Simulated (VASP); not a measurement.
# Nb (Im-3m) in VASP: a series of runs, part 2 of 2

VASP 6.6.1. The steps go on from the part before.

## Step 3: Single point, r2SCAN

The input, POSCAR:

```
Nb
1.0
   -1.6511317439      1.6511317439      1.6511317439
    1.6511317439     -1.6511317439      1.6511317439
    1.6511317439      1.6511317439     -1.6511317439
Nb
1
Direct
    0.0000000000      0.0000000000      0.0000000000
```

The input, INCAR.step1:

```
PREC     = Accurate       # precision mode
ENCUT    = 520            # plane-wave cutoff, eV
ISMEAR   = -1             # smearing method
SIGMA    = 0.1            # smearing width, eV
LREAL    = False          # projectors in reciprocal space
LASPH    = True           # aspherical terms in the spheres
NELM     = 60             # most SCF steps
NBANDS   = 12             # bands
GGA      = PE             # functional
ALGO     = Normal         # electronic algorithm
EDIFF    = 1E-4           # SCF threshold, eV
LWAVE    = True           # write WAVECAR
LCHARG   = False          # write CHGCAR
```

The input, INCAR.step2:

```
PREC     = Accurate       # precision mode
ENCUT    = 520            # plane-wave cutoff, eV
EDIFF    = 1E-6           # SCF threshold, eV
ISMEAR   = -1             # smearing method
SIGMA    = 0.1            # smearing width, eV
LREAL    = False          # projectors in reciprocal space
LASPH    = True           # aspherical terms in the spheres
NELM     = 60             # most SCF steps
ALGO     = Normal         # electronic algorithm
ISIF     = 2              # what is computed and relaxed
LWAVE    = False          # write WAVECAR
LCHARG   = False          # write CHGCAR
METAGGA  = R2SCAN         # meta-GGA
LMIXTAU  = True         
NBANDS   = 12             # bands
ISTART   = 1
```

The input, KPOINTS:

```
regular mesh
0
Gamma
  19 19 19
```

Potentials or basis: VASP PAW PBE potentials, release 64 (Nb_sv).

On the command line:

```
> cat potpaw_PBE.64/Nb_sv/POTCAR > POTCAR
> cp INCAR.step1 INCAR
> mpirun -np 1 vasp_std > vasp.out
> cp INCAR.step2 INCAR
> mpirun -np 1 vasp_std > vasp.out
```

OUTCAR:

```text
PREC = Accurate
   ENCUT = 520
   EDIFF = 1E-6
   ISMEAR = -1
   LREAL = False
   LASPH = True
   NELM = 60
   ISIF = 2
   METAGGA = R2SCAN
   ISTART = 1

 ion  position               nearest neighbor table
   1  0.000  0.000  0.000-

  LATTYP: Found a body centered cubic cell.
 ALAT       =     3.3022634878

  Lattice vectors:

 A1 = (  -1.6511317439,   1.6511317439,   1.6511317439)
 A2 = (   1.6511317439,  -1.6511317439,   1.6511317439)
 A3 = (   1.6511317439,   1.6511317439,  -1.6511317439)

Analysis of symmetry for initial positions (statically):
=====================================================================
 Subroutine PRICEL returns:
 Original cell was already a primitive cell.

 Routine SETGRP: Setting up the symmetry group for a
 body centered cubic supercell.

 Subroutine GETGRP returns: Found 48 space group operations
 (whereof 48 operations were pure point group operations)
 out of a pool of 48 trial point group operations.

The static configuration has the point symmetry O_h .

Analysis of symmetry for dynamics (positions and initial velocities):
=====================================================================
 Subroutine PRICEL returns:
 Original cell was already a primitive cell.

 Routine SETGRP: Setting up the symmetry group for a
 body centered cubic supercell.

 Subroutine GETGRP returns: Found 48 space group operations
 (whereof 48 operations were pure point group operations)
 out of a pool of 48 trial point group operations.

The dynamic configuration has the point symmetry O_h .

 Subroutine INISYM returns: Found 48 space group operations
 (whereof 48 operations are pure point group operations),
 and found     1 'primitive' translations

----------------------------------------------------------------------------------------

                                     Primitive cell

[... 112 lines left out ...]
   LORBIT       =      0    0 simple, 1 ext, 2 COOP (PROOUT), +10 PAW based schemes
   METAGGA = R2SCAN    functional components
   LHFCALC =     F    Hartree Fock is set to
   AEXX    =    0.0000 exact exchange contribution
   IVDW    =     0    specifies the selected vdW correction
   LEPSILON=     F    determine dielectric tensor
   LRPA    =     F    only Hartree local field effects (RPA)
 non-spin polarized calculation
  energy-cutoff  :      520.00
  volume of cell :       18.01
 maximum number of plane-waves:       494
 NGX is ok and might be reduce to    24
   NGX = 11   NGY = 11   NGZ = 11

 number of electron      13.0000000 magnetization

 Free energy of the ion-electron system (eV)
  ---------------------------------------------------
  ext. energy  EPLUGINS =         0.00000000
  ---------------------------------------------------
  free energy    TOTEN  =       -24.86679071 eV

  energy without entropy =      -24.82200182  energy(sigma->0) =      -24.84439627

 E-fermi :  11.1635     XC(G=0): -13.6283

 val. band max:       11.1624432956   @ k =  -0.1579   0.2105   0.0526
 cond. band min:      11.1693644493   @ k =  -0.3158   0.3684   0.0526
 fundamental gap:      0.0069211537
 Fermi energy:        11.1634759758

 k-point     1 :       0.0000    0.0000    0.0000
  band No.  band energies     occupation
      1     -45.0087      2.00000
      2     -19.5475      2.00000
      3     -19.5475      2.00000
      4     -19.5475      2.00000
      5       4.8541      2.00000
      6      11.5868      0.02859
      7      11.5868      0.02859
      8      11.5868      0.02859
      9      14.7124      0.00000
     10      14.7124      0.00000
     11      26.0205      0.00000
     12      26.0205      0.00000
[... 331 lines left out ...]
 k-point    24 :       0.3158    0.1053    0.0000
  band No.  band energies     occupation
      1     -44.7741      2.00000
      2     -20.7581      2.00000
      3     -19.9659      2.00000
      4     -19.6153      2.00000
      5       7.7188      2.00000
      6       9.7610      2.00000
      7      11.4380      0.12074
      8      14.3556      0.00000
      9      15.4409      0.00000
     10      16.8680      0.00000
     11      24.6169      0.00000
     12      25.5688      0.00000

 [... further k-points ...]

------------------------ aborting loop because EDIFF is reached ----------------------------------------

  FORCE on cell =-STRESS in cart. coord.  units (eV):
  Direction    XX          YY          ZZ          XY          YZ          ZX
  --------------------------------------------------------------------------------------
  -------------------------------------------------------------------------------------
  Total        0.0158556      0.0158556      0.0158556      0.0000000      0.0000000      0.0000000
  in kB        1.4108700      1.4108700      1.4108700      0.0000000      0.0000000      0.0000000
  external PRESSURE =       1.4108700 kB  Pullay stress =       0.0000000 kB

 VOLUME and BASIS-vectors are now :
 -----------------------------------------------------------------------------
  energy-cutoff  :      520.00
  volume of cell :       18.01
      direct lattice vectors                 reciprocal lattice vectors
    -1.651131744  1.651131744  1.651131744     0.000000000  0.302822595  0.302822595
     1.651131744 -1.651131744  1.651131744     0.302822595  0.000000000  0.302822595
     1.651131744  1.651131744 -1.651131744     0.302822595  0.302822595  0.000000000

 POSITION                                       TOTAL-FORCE (eV/Angst)
 -----------------------------------------------------------------------------------
      0.00000      0.00000      0.00000         0.000000     -0.000000      0.000000
 -----------------------------------------------------------------------------------
    total drift:                               -0.000000      0.000000      0.000000

  FREE ENERGIE OF THE ION-ELECTRON SYSTEM (eV)
  ---------------------------------------------------
  free  energy   TOTEN  =       -24.8667907107 eV

  energy  without entropy=      -24.8220018228  energy(sigma->0) =      -24.84439627
```

OUTCAR.step1:

```text
PREC = Accurate
   ENCUT = 520
   ISMEAR = -1
   LREAL = False
   LASPH = True
   NELM = 60
[... 575 lines left out ...]
 POSITION                                       TOTAL-FORCE (eV/Angst)
 -----------------------------------------------------------------------------------
      0.00000      0.00000      0.00000         0.000000     -0.000000     -0.000000
 -----------------------------------------------------------------------------------
    total drift:                               -0.000000     -0.000000      0.000000

  FREE ENERGIE OF THE ION-ELECTRON SYSTEM (eV)
  ---------------------------------------------------
  free  energy   TOTEN  =       -10.2412223545 eV

  energy  without entropy=      -10.1940908441  energy(sigma->0) =      -10.21765660
```

OSZICAR.step1:

```text
N       E                     dE             d eps       ncg     rms          rms(c)
DAV:   1     0.117808506999E+03    0.11781E+03   -0.72901E+03  5312   0.108E+03
DAV:   2    -0.591534266083E+01   -0.12372E+03   -0.11936E+03  5740   0.390E+02
DAV:   3    -0.103765408838E+02   -0.44612E+01   -0.42621E+01  7576   0.653E+01
DAV:   4    -0.106492683446E+02   -0.27273E+00   -0.27076E+00  7444   0.143E+01
DAV:   5    -0.106598862643E+02   -0.10618E-01   -0.10613E-01  7556   0.234E+00    0.711E+00
DAV:   6    -0.102790094016E+02    0.38088E+00   -0.58408E-01  8508   0.974E+00    0.249E+00
DAV:   7    -0.102357120171E+02    0.43297E-01   -0.17957E-01  8732   0.537E+00    0.952E-01
DAV:   8    -0.102411752803E+02   -0.54633E-02   -0.12456E-02  6292   0.147E+00    0.399E-02
DAV:   9    -0.102412223545E+02   -0.47074E-04   -0.96930E-04  8156   0.288E-01
   1 F= -.10241222E+02 E0= -.10217657E+02  d E =-.471315E-01
```

Run time: 5.1 min. Hardware: 1 thread of AMD EPYC 7R13, shared host; peak memory 0.15 GiB.

Results:

```
Free energy : -24.8668 eV
Pressure    : 0.1 GPa
```

Levels at points of the mesh, in eV from the Fermi level:
| k point | band 4 | band 5 | band 6 | band 7 | band 8 | band 9 |
| --- | --- | --- | --- | --- | --- | --- |
| (0.00, 0.00, 0.00) | -30.71 | -6.31 | 0.42 | 0.42 | 0.42 | 3.55 |

Caveat: the PAW data sets were made with another functional, which shifts forces and pressure a little.

## Step 4: Single point, r2SCAN (volume scaled by 0.88)

The input, POSCAR:

```
Nb
1.0
   -1.5822530836      1.5822530836      1.5822530836
    1.5822530836     -1.5822530836      1.5822530836
    1.5822530836      1.5822530836     -1.5822530836
Nb
1
Direct
    0.0000000000      0.0000000000      0.0000000000
```

The input, INCAR.step1:

```
PREC = Accurate
ENCUT = 520
ISMEAR = -1
SIGMA = 0.1
LREAL = F
LASPH = T
NELM = 100
NBANDS = 12
GGA = PE
ALGO = Normal
EDIFF = 1E-4
LWAVE = T
LCHARG = F
```

The input, INCAR.step2:

```
PREC = Accurate
ENCUT = 520
EDIFF = 1E-7
ISMEAR = -1
SIGMA = 0.1
LREAL = F
LASPH = T
NELM = 100
ALGO = Normal
ISIF = 2
LWAVE = F
LCHARG = F
METAGGA = R2SCAN
LMIXTAU = T
NBANDS = 12
ISTART = 1
```

The input, KPOINTS:

```
regular mesh
0
Gamma
  22 22 22
```

On the command line:

```
> cat potpaw_PBE.64/Nb_sv/POTCAR > POTCAR
> cp INCAR.step1 INCAR
> mpirun -np 1 vasp_std > vasp.out
> cp INCAR.step2 INCAR
> mpirun -np 1 vasp_std > vasp.out
```

Run time: 4.2 min. Hardware: 1 thread of AMD EPYC 7R43 (Zen 3), shared host; peak memory 0.14 GiB.

The run converged. Its results:

```
Free energy : -24.6913 eV
Pressure    : 28.2 GPa
```

Levels at points of the mesh, in eV from the Fermi level:
| k point | band 3 | band 4 | band 5 | band 6 | band 7 | band 8 | band 9 | band 10 |
| --- | --- | --- | --- | --- | --- | --- | --- | --- |
| (0.00, 0.00, 0.00) | -30.25 | -30.25 | -6.47 | 0.35 | 0.35 | 0.35 | 3.92 | 3.92 |
| (0.50, 0.00, 0.00) | -30.90 | -30.28 | -4.52 | -2.19 | 3.03 | 4.04 | 4.88 | 7.76 |
| (0.50, 0.50, 0.50) | -31.67 | -31.67 | -4.78 | -4.78 | 6.77 | 6.77 | 6.77 | 10.75 |

Caveat: the PAW data sets were made with another functional, which shifts forces and pressure a little.

## Step 5: Overview

| cell | k mesh | gap on the mesh (eV) | pressure (GPa) |
| --- | --- | --- | --- |
| a = 2.860 Å, angles 109.5°, 1 atom | 14 × 14 × 14 | none | 0.5 |
| a = 2.860 Å, angles 109.5°, 1 atom | 19 × 19 × 19 | none | 0.1 |
| a = 2.741 Å, angles 109.5°, 1 atom | 22 × 22 × 22 | none | 28.2 |

Alike in all rows: task single point; level r2SCAN; potentials or basis VASP PAW PBE potentials, release 64 (Nb_sv); no spin polarisation; cutoff (eV) 520; smearing fermi-dirac 0.1 eV.

Caveats: the PAW data sets were made with another functional, which shifts forces and pressure a little.

Absolute energies hang on the potentials; compare differences alone.
